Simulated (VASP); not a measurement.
# BAs (F-43m) in VASP: a series of runs

BAs is run at these levels: PBE; tasks: single point.

Everything below comes from runs of VASP 6.6.1. Logs are shortened: lines on timing, memory, paths and dates and some standing lists are left out, and cuts for length are marked.

## (1) The cell of the first run

Symmetry: F-43m, No. 216, cubic system. Conventional cell: a = 4.810 Å, b = 4.810 Å, c = 4.810 Å, α = 90.00°, β = 90.00°, γ = 90.00°. B (site symmetry -43m) has 4 As at 2.08 Å within 2.8 Å. Within 2.8 Å of As (site symmetry -43m) lie 4 B at 2.08 Å.

## (2) Single point, PBE

The input, INCAR:

```
SYSTEM = BAs
  PREC = Accurate
  ENCUT = 500
  EDIFF = 1E-6
  ISMEAR = 0
  SIGMA = 0.05
  LREAL = .False.
  LASPH = .True.
  NELM = 120
  ALGO = Normal
  ISIF = 2
  LWAVE = .False.
  LCHARG = .False.
  GGA = PE
  NBANDS = 11
  GGA_COMPAT = .False.
```

The input, KPOINTS:

```
Automatic mesh
0
Gamma
  6 6 6
  0 0 0
```

The input, POSCAR:

```
BAs
1.0
    0.0000000000      2.4048378118      2.4048378118
    2.4048378118      0.0000000000      2.4048378118
    2.4048378118      2.4048378118      0.0000000000
B As
1 1
Direct
    0.0000000000      0.0000000000      0.0000000000
    0.2500000000      0.2500000000      0.2500000000
```

Potentials or basis: VASP PAW PBE potentials, release 64 (B, As).

Run with:

```bash
$ cat potpaw_PBE.64/B/POTCAR potpaw_PBE.64/As/POTCAR > POTCAR
$ mpirun -np 1 vasp_std > vasp.out
```

OUTCAR:

```text
SYSTEM = BAs
   PREC = Accurate
   ENCUT = 500
   EDIFF = 1E-6
   ISMEAR = 0
   LREAL = .False.
   LASPH = .True.
   NELM = 120
   ISIF = 2
   GGA = PE

 ion  position               nearest neighbor table
   1  0.000  0.000  0.000-   2 2.08   2 2.08   2 2.08   2 2.08
   2  0.250  0.250  0.250-   1 2.08   1 2.08   1 2.08   1 2.08

  LATTYP: Found a face centered cubic cell.
 ALAT       =     4.8096756236

  Lattice vectors:

 A1 = (   0.0000000000,   2.4048378118,   2.4048378118)
 A2 = (   2.4048378118,   0.0000000000,   2.4048378118)
 A3 = (   2.4048378118,   2.4048378118,   0.0000000000)

Analysis of symmetry for initial positions (statically):
=====================================================================
 Subroutine PRICEL returns:
 Original cell was already a primitive cell.

 Routine SETGRP: Setting up the symmetry group for a
 face centered cubic supercell.

 Subroutine GETGRP returns: Found 24 space group operations
 (whereof 24 operations were pure point group operations)
 out of a pool of 48 trial point group operations.

The static configuration has the point symmetry T_d .

Analysis of symmetry for dynamics (positions and initial velocities):
=====================================================================
 Subroutine PRICEL returns:
 Original cell was already a primitive cell.

 Routine SETGRP: Setting up the symmetry group for a
 face centered cubic supercell.

 Subroutine GETGRP returns: Found 24 space group operations
 (whereof 24 operations were pure point group operations)
 out of a pool of 48 trial point group operations.

The dynamic configuration has the point symmetry T_d .

 Subroutine INISYM returns: Found 24 space group operations
 (whereof 24 operations are pure point group operations),
 and found     1 'primitive' translations

----------------------------------------------------------------------------------------

                                     Primitive cell

  volume of cell :      27.8155

  direct lattice vectors                    reciprocal lattice vectors
     0.000000000  2.404837812  2.404837812    -0.207914229  0.207914229  0.207914229
     2.404837812  0.000000000  2.404837812     0.207914229 -0.207914229  0.207914229
     2.404837812  2.404837812  0.000000000     0.207914229  0.207914229 -0.207914229

  length of vectors
     3.400954249  3.400954249  3.400954249     0.360118009  0.360118009  0.360118009

[... 78 lines left out ...]
   ISYM   =      2    0-nonsym 1-usesym 2-fastsym
   POTIM  = 0.5000    time-step for ionic-motion
   TEBEG  =    0.0;   TEEND  =   0.0 temperature during run
   PSTRESS=    0.0 pullay stress
   NELECT =       8.0000    total number of electrons
   NUPDOWN=      -1.0000    fix difference up-down
   EMIN   =  10.00;   EMAX   =-10.00  energy-range for DOS
   EFERMI =   0.00;   METHOD = LEGACY
   ISMEAR =     0;   SIGMA  =   0.05  broadening in eV -4-tet -1-fermi 0-gaus
   EFERMI_NEDOS =   21; number of points for ismear=-14 and -15
   IALGO  =     38    algorithm
   IMIX   =      4    mixing-type and parameters
     AMIX     =   0.40;   BMIX     =  1.00
     AMIX_MAG =   1.60;   BMIX_MAG =  1.00
  volume/ion in A,a.u.               =      13.91        93.85
  Fermi-wavevector in a.u.,A,eV,Ry     =   1.080627  2.042088 15.888259  1.167754
  Thomas-Fermi vector in A             =   2.216623
   LORBIT       =      0    0 simple, 1 ext, 2 COOP (PROOUT), +10 PAW based schemes
   GGA     = PE    functional components
   LHFCALC =     F    Hartree Fock is set to
   AEXX    =    0.0000 exact exchange contribution
   IVDW    =     0    specifies the selected vdW correction
   LEPSILON=     F    determine dielectric tensor
   LRPA    =     F    only Hartree local field effects (RPA)
 non-spin polarized calculation
 Gauss-broadening in eV      SIGMA  =   0.05
  energy-cutoff  :      500.00
  volume of cell :       27.82
 maximum number of plane-waves:       725
 NGX is ok and might be reduce to    28
   NGX = 13   NGY = 13   NGZ = 13

 number of electron       8.0000000 magnetization

 Free energy of the ion-electron system (eV)
  ---------------------------------------------------
  ext. energy  EPLUGINS =         0.00000000
  ---------------------------------------------------
  free energy    TOTEN  =       -11.39456389 eV

  energy without entropy =      -11.39456389  energy(sigma->0) =      -11.39456389

 E-fermi :   6.1675     XC(G=0): -10.4926

 val. band max:        5.9086352875   @ k =   0.0000   0.0000   0.0000
 cond. band min:       7.1980886087   @ k =   0.3333   0.3333   0.0000
 fundamental gap:      1.2894533212
 Fermi energy:         6.1675313506

 k-point     1 :       0.0000    0.0000    0.0000
  band No.  band energies     occupation
      1      -9.3094      2.00000
      2       5.9086      2.00000
      3       5.9086      2.00000
      4       5.9086      2.00000
      5       9.1572      0.00000
      6       9.1572      0.00000
      7       9.1572      0.00000
      8      10.3373      0.00000
      9      15.3924      0.00000
     10      18.7730      0.00000
     11      18.7730      0.00000
[... 197 lines left out ...]
 k-point    16 :      -0.3333    0.5000    0.1667
  band No.  band energies     occupation
      1      -5.1143      2.00000
      2      -2.1994      2.00000
      3       0.8662      2.00000
      4       1.0603      2.00000
      5       9.6708      0.00000
      6       9.8571      0.00000
      7      14.4233      0.00000
      8      14.6715      0.00000
      9      18.0482      0.00000
     10      21.3148      0.00000
     11      21.5899      0.00000

------------------------ aborting loop because EDIFF is reached ----------------------------------------

  FORCE on cell =-STRESS in cart. coord.  units (eV):
  Direction    XX          YY          ZZ          XY          YZ          ZX
  --------------------------------------------------------------------------------------
  -------------------------------------------------------------------------------------
  Total        0.1030379      0.1030379      0.1030379      0.0000000      0.0000000      0.0000000
  in kB        5.9349931      5.9349931      5.9349931      0.0000000      0.0000000      0.0000000
  external PRESSURE =       5.9349931 kB  Pullay stress =       0.0000000 kB

 VOLUME and BASIS-vectors are now :
 -----------------------------------------------------------------------------
  energy-cutoff  :      500.00
  volume of cell :       27.82
      direct lattice vectors                 reciprocal lattice vectors
     0.000000000  2.404837812  2.404837812    -0.207914229  0.207914229  0.207914229
     2.404837812  0.000000000  2.404837812     0.207914229 -0.207914229  0.207914229
     2.404837812  2.404837812  0.000000000     0.207914229  0.207914229 -0.207914229

 POSITION                                       TOTAL-FORCE (eV/Angst)
 -----------------------------------------------------------------------------------
      0.00000      0.00000      0.00000         0.000000      0.000000      0.000000
      1.20242      1.20242      1.20242        -0.000000     -0.000000     -0.000000
 -----------------------------------------------------------------------------------
    total drift:                               -0.000000     -0.000000     -0.000000

  FREE ENERGIE OF THE ION-ELECTRON SYSTEM (eV)
  ---------------------------------------------------
  free  energy   TOTEN  =       -11.3945638935 eV

  energy  without entropy=      -11.3945638935  energy(sigma->0) =      -11.39456389
```

OSZICAR:

```text
N       E                     dE             d eps       ncg     rms          rms(c)
DAV:   1     0.119561311160E+02    0.11956E+02   -0.36950E+03   352   0.624E+02
DAV:   2    -0.111734727333E+02   -0.23130E+02   -0.21948E+02   465   0.969E+01
DAV:   3    -0.119969346923E+02   -0.82346E+00   -0.82081E+00   436   0.173E+01
DAV:   4    -0.119997691108E+02   -0.28344E-02   -0.28343E-02   400   0.112E+00
DAV:   5    -0.119997737254E+02   -0.46145E-05   -0.46145E-05   437   0.482E-02    0.480E+00
DAV:   6    -0.114559564878E+02    0.54382E+00   -0.15345E+00   376   0.497E+00    0.233E+00
DAV:   7    -0.114006369448E+02    0.55320E-01   -0.17790E-01   406   0.208E+00    0.971E-01
DAV:   8    -0.113940776121E+02    0.65593E-02   -0.20064E-02   394   0.802E-01    0.970E-02
DAV:   9    -0.113943956988E+02   -0.31809E-03   -0.78762E-04   400   0.159E-01    0.568E-02
DAV:  10    -0.113945576867E+02   -0.16199E-03   -0.19812E-04   372   0.858E-02    0.119E-02
DAV:  11    -0.113945636133E+02   -0.59266E-05   -0.54036E-06   426   0.156E-02    0.994E-03
DAV:  12    -0.113945638935E+02   -0.28013E-06   -0.27753E-06   370   0.915E-03
   1 F= -.11394564E+02 E0= -.11394564E+02  d E =-.889708E-15
```

Run time: 4.1 s. Hardware: 1 thread of Intel Xeon 6975P-C (Granite Rapids), shared host; peak memory 0.15 GiB.

Results:

* Free energy: -11.3946 eV
* Pressure: 0.6 GPa
* Band gap on the k mesh: 1.29 eV, indirect (least direct gap 3.25 eV)

## (3) Single point, PBE

This run uses another cell than the first one, of 16.07 Å³/atom, 1.156 times its volume.

The input, INCAR:

```
SYSTEM = BAs
PREC = Accurate ; ENCUT = 500
EDIFF = 1E-6 ; ISMEAR = 0
SIGMA = 0.05 ; LREAL = .FALSE.
LASPH = .TRUE. ; NELM = 120
ALGO = Normal ; ISIF = 2
LWAVE = .FALSE. ; LCHARG = .FALSE.
GGA = PE ; NBANDS = 11
GGA_COMPAT = .FALSE.
```

The input, KPOINTS:

```
Automatic mesh
0
G
  6 6 6
  0 0 0
```

The input, POSCAR:

```
BAs
1.0
    0.0000000000      2.5235980266      2.5235980266
    2.5235980266      0.0000000000      2.5235980266
    2.5235980266      2.5235980266      0.0000000000
B As
1 1
Direct
    0.0000000000      0.0000000000      0.0000000000
    0.2500000000      0.2500000000      0.2500000000
```

Potentials or basis: VASP PAW PBE potentials, release 64 (B, As).

Run with:

```bash
$ cat potpaw_PBE.64/B/POTCAR potpaw_PBE.64/As/POTCAR > POTCAR
$ mpirun -np 1 vasp_std > vasp.out
```

Wall time 4.2 s (1 thread of Intel Xeon 6975P-C (Granite Rapids), shared host); peak memory 0.15 GiB.

It converged, with:

```
Free energy            : -11.1912 eV
Pressure               : -13.8 GPa
Band gap on the k mesh : 1.40 eV, indirect (least direct gap 2.71 eV)
```

Levels at points of the mesh, in eV from the valence-band top:
| k point | band 1 | band 2 | band 3 | band 4 | band 5 | band 6 | band 7 | band 8 | band 9 |
| --- | --- | --- | --- | --- | --- | --- | --- | --- | --- |
| (0.00, 0.00, 0.00) | -14.01 | 0.00 | 0.00 | 0.00 | 2.71 | 3.08 | 3.08 | 3.08 | 8.85 |
| (0.50, 0.00, 0.00) | -11.70 | -7.68 | -1.55 | -1.55 | 1.80 | 4.57 | 4.57 | 8.46 | 11.61 |
| (0.50, 0.50, 0.00) | -10.64 | -7.67 | -3.43 | -3.43 | 1.57 | 1.60 | 9.86 | 9.86 | 11.49 |

A k mesh can miss the band edges. A hybrid or GW would open this gap; PBE tends to underestimate it.

## (4) Single point, PBE

This run uses another cell than the first one, of 14.19 Å³/atom, 1.020 times its volume.

The input, INCAR:

```
  PREC = Accurate
  ENCUT = 500
  EDIFF = 1E-6
  ISMEAR = 0
  SIGMA = 0.05
  LREAL = F
  LASPH = T
  NELM = 120
  ALGO = Normal
  ISIF = 2
  LWAVE = F
  LCHARG = F
  GGA = PE
  NBANDS = 11
  GGA_COMPAT = F
```

The input, KPOINTS:

```
Automatic mesh
0
Gamma
  6 6 6
```

The input, POSCAR:

```
BAs
1.0
    0.0000000000      2.4209388177      2.4209388177
    2.4209388177      0.0000000000      2.4209388177
    2.4209388177      2.4209388177      0.0000000000
B As
1 1
Direct
    0.0000000000      0.0000000000      0.0000000000
    0.2500000000      0.2500000000      0.2500000000
```

Run with:

```bash
$ cat potpaw_PBE.64/B/POTCAR potpaw_PBE.64/As/POTCAR > POTCAR
$ mpirun -np 1 vasp_std > vasp.out
```

It took 4.1 s on 1 thread of Intel Xeon 6975P-C (Granite Rapids), shared host; peak memory 0.14 GiB.

Results (log left out):

```yaml
Free_energy: -11.3922 eV
Pressure: -2.0 GPa
Band_gap_on_the_k_mesh: 1.31 eV, indirect (least direct gap 3.22 eV)
```

Levels at points of the mesh, in eV from the valence-band top:
```
           k point  band 2  band 3  band 4  band 5  band 6  band 7
(0.00, 0.00, 0.00)    0.00    0.00    0.00    3.22    3.22    3.22
(0.50, 0.00, 0.00)   -8.50   -1.75   -1.75    2.46    4.73    4.73
(0.50, 0.50, 0.00)   -8.31   -3.91   -3.91    1.47    1.48   10.98
```

A k mesh can miss the band edges.

## (5) Single point, PBE (volume scaled by 1.000 of the coarse rest volume)

The input, INCAR:

```
  PREC = Accurate
  ENCUT = 500
  EDIFF = 1E-6
  ISMEAR = 0
  SIGMA = 0.02
  LREAL = False
  LASPH = True
  NELM = 120
  ALGO = Normal
  ISIF = 2
  LWAVE = False
  LCHARG = True
  GGA = PE
  LELF = True
  LVHAR = True
  NBANDS = 11
  GGA_COMPAT = False
```

The input, KPOINTS:

```
Automatic mesh
0
Gamma
  8 8 8
```

The input, POSCAR:

```
BAs
1.0
    0.0000000000      2.4048000000      2.4048000000
    2.4048000000      0.0000000000      2.4048000000
    2.4048000000      2.4048000000      0.0000000000
B As
1 1
Direct
    0.0000000000      0.0000000000      0.0000000000
    0.2500000000      0.2500000000      0.2500000000
```

Run with:

```bash
$ cat potpaw_PBE.64/B/POTCAR potpaw_PBE.64/As/POTCAR > POTCAR
$ mpirun -np 1 vasp_std > vasp.out
```

Wall time 6.4 s (1 thread of Intel Xeon 6975P-C (Granite Rapids), shared host); peak memory 0.15 GiB.

It converged, with:

| Quantity | Value |
| --- | --- |
| Free energy | -11.4110 eV |
| Pressure | 0.6 GPa |
| Band gap on the k mesh | 1.21 eV, indirect (least direct gap 3.25 eV) |

Levels at points of the mesh, in eV from the valence-band top:
```tsv
k point	band 1	band 2	band 3	band 4	band 5	band 6	band 7	band 8	band 9
(0.00, 0.00, 0.00)	-15.22	0.00	0.00	0.00	3.25	3.25	3.25	4.43	9.48
(0.50, 0.00, 0.00)	-12.42	-8.64	-1.79	-1.79	2.57	4.76	4.76	8.82	12.57
(0.50, 0.50, 0.00)	-11.13	-8.42	-4.00	-4.00	1.45	1.46	11.17	11.17	12.68
```

Caveat: the cell differs from its parent crystal (volume scaled by 1.000 of the coarse rest volume).

## (6) Summary

```tsv
cell	k mesh	smearing	gap on the mesh (eV)	pressure (GPa)
a = 3.401 Å, angles 60.0°, 2 atoms	6 × 6 × 6	gaussian 0.05 eV	1.29	0.6
a = 3.569 Å, angles 60.0°, 2 atoms	6 × 6 × 6	gaussian 0.05 eV	1.40	-13.8
a = 3.424 Å, angles 60.0°, 2 atoms	6 × 6 × 6	gaussian 0.05 eV	1.31	-2.0
a = 3.401 Å, angles 60.0°, 2 atoms	8 × 8 × 8	gaussian 0.02 eV	1.21	0.6
```

Alike in all rows: task single point; level PBE; potentials or basis VASP PAW PBE potentials, release 64 (B, As); no spin polarisation; cutoff (eV) 500.

Absolute energies hang on the potentials; compare differences alone.
